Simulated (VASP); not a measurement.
Runs of VASP 6.6.1 on BeAu2S2. The structure is that of space group P4/mmm (No. 123), or close to it. The cells are those of the table. The cell was built from a structure type or drawn by symmetry, and may not be a known phase.

```csv
task,spin,cell,k mesh,cutoff (eV),gap on the mesh (eV),pressure (GPa),moment (μB)
single point,collinear,"a = 4.001, b = 4.001, c = 6.902 Å, 5 atoms",4 × 4 × 4,520,none,-0.8,(a)
single point,off,"a = 4.322, b = 4.322, c = 4.911 Å, 5 atoms",8 × 8 × 8,520,none,-0.1,-
single point,off,"a = 4.001, b = 4.001, c = 6.902 Å, 5 atoms",4 × 4 × 4,520,none,-0.8,-
single point,collinear,"a = 4.381, b = 4.381, c = 4.830 Å, 5 atoms",4 × 4 × 4,520,none,-0.2,0.05
single point,off,"a = 4.381, b = 4.381, c = 4.830 Å, 5 atoms",4 × 4 × 4,520,none,-0.2,-
single point,off,"a = 4.321, b = 4.321, c = 4.910 Å, 5 atoms",10 × 10 × 8,520,none,-0.1,-
relaxation of cell and atoms,off,"relaxed from a = 4.001, b = 4.001, c = 6.902 Å, 5 atoms",4 × 4 × 4,600,none,0.1,-
```

Alike in all rows: level PBE; potentials or basis VASP PAW PBE potentials, release 64 (Be, S, Au); smearing gaussian 0.1 eV.

Problem. Estimate the missing entries.

Solution. (a) 0.00.

Caveats: some runs use coarse meshes; spin-orbit coupling is left out, which moves the levels of the heavy elements.

A k mesh can miss the band edges, and the runs leave out spin-orbit coupling on Au.

A gap of «none» marks levels without a gap at the run's occupations.
